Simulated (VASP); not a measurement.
# BiTe: single point with PBEsol

The system is BiTe.

```xyz
2
Lattice="0.0000 3.2835 3.3321 3.2835 0.0000 3.3321 3.2835 3.2835 0.0000" Properties=species:S:1:pos:R:3 pbc="T T T"
Bi    0.0000    0.0000    0.0000
Te    3.2835    3.2835    3.3321
```

This cell differs from its parent crystal: strain +0.015 along x and y, +0.030 along z.

- Program: VASP 6.6.1
- Task: single point
- Functional: PBEsol
- Potentials or basis: VASP PAW PBE potentials, release 64 (Bi_d, Te)
- Cutoff: 520 eV
- k mesh: 14 × 14 × 14
- Occupations: gaussian, width 0.15 eV
- Spin: no spin polarisation

| Quantity | Value |
| --- | --- |
| Pressure | -4.1 GPa |

Stress tensor (GPa, compression positive):
```
-3.80  0.00  0.00
 0.00 -3.80  0.00
 0.00  0.00 -4.64
```

Levels at points of the mesh, in eV from the Fermi level:
```tsv
k point	band 8	band 9	band 10	band 11	band 12	band 13
(0.00, 0.00, 0.00)	-2.43	-2.43	-2.25	1.82	2.14	2.14
(0.50, 0.00, 0.00)	-1.79	-1.77	-1.60	-0.83	-0.55	-0.53
(0.50, 0.50, 0.00)	-5.24	-3.72	-3.72	2.41	3.36	3.36
(0.50, 0.00, 0.50)	-5.29	-3.83	-3.65	2.38	3.15	3.47
```

Run time: 2.9 min on 1 thread of Intel(R) Xeon(R) Platinum 8488C (Sapphire Rapids) (shared host), peak memory 0.44 GiB.

Caveat: the cell differs from its parent crystal (strain +0.015 along x and y, +0.030 along z); the PAW data sets were made with another functional, which shifts forces and pressure a little; spin-orbit coupling is left out, which moves the levels of the heavy elements.
